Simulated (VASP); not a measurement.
Input of a VASP 6.6.1 run:

File INCAR:

```
ALGO     = Normal         # electronic algorithm
EDIFF    = 1E-6           # SCF threshold, eV
ENCUT    = 520            # plane-wave cutoff, eV
ISIF     = 2              # what is computed and relaxed
ISMEAR   = -1             # smearing method
LASPH    = T              # aspherical terms in the spheres
LCHARG   = F              # write CHGCAR
LREAL    = F              # projectors in reciprocal space
LWAVE    = F              # write WAVECAR
NBANDS   = 12             # bands
NELM     = 60             # most SCF steps
PREC     = Accurate       # precision mode
SIGMA    = 0.1            # smearing width, eV
```

KPOINTS

```
k-points
0
Gamma
  9 9 3
```

The input POSCAR:

```
LiMg3
1.0
    3.1461740000      0.0000000000      0.0000000000
   -1.5730870000      2.7246660000      0.0000000000
    0.0000000000      0.0000000000     10.1216000000
Li Mg
1 3
Direct
    0.6666666667      0.3333333333      0.5000000000
    0.6666666667      0.3333333333      0.0000000000
    0.0000000000      0.0000000000      0.7425650000
    0.0000000000      0.0000000000      0.2574350000
```

Potentials or basis: VASP PAW LDA potentials, release 64 (Li_sv, Mg).

The run is started by

```sh
$ cat potpaw_LDA.64/Li_sv/POTCAR potpaw_LDA.64/Mg/POTCAR > POTCAR
$ mpirun -np 1 vasp_std > vasp.out
```

Task: Estimate the largest force.

Result: 0.031 eV/Å.

Task: What does it give for the band gap on the k mesh?

Result: Zero (an odd number of electrons rules out a gap without spin polarisation).

Forces on the atoms (eV/Å):
```
Li   0.000  0.000  0.000
Mg   0.000  0.000  0.000
Mg   0.000  0.000  0.031
Mg   0.000  0.000 -0.031
```
